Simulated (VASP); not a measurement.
Input of a VASP 6.6.1 run:

The input INCAR:

```
PREC = Accurate ; ENCUT = 520
EDIFF = 1E-6 ; ISMEAR = -1
SIGMA = 0.08 ; LREAL = False
LASPH = True ; NELM = 100
ALGO = Normal ; ISIF = 2
LWAVE = False ; LCHARG = True
LELF = True ; LVHAR = True
NBANDS = 10
```

File KPOINTS:

```
regular mesh
0
Gamma
  26 26 26
```

Contents of POSCAR:

```
F
1.0
    1.9348504622      0.0000000000      0.0000000000
    0.0000000000      1.9348504622      0.0000000000
    0.0000000000      0.0000000000      1.9348504622
F
1
Direct
    0.0000000000      0.0000000000      0.0000000000
```

Potentials or basis: VASP PAW LDA potentials, release 64 (F).

Launch:

```console
$ cat potpaw_LDA.64/F/POTCAR > POTCAR
$ mpirun -np 1 vasp_std > vasp.out
```

Estimate the pressure.

41.5 GPa.

Estimate the band gap on the k mesh.

zero (an odd number of electrons rules out a gap without spin polarisation).

Caveat: the cell stands under pressure; an odd number of electrons without spin polarisation forces a metal; a magnetic or distorted state may lie lower.
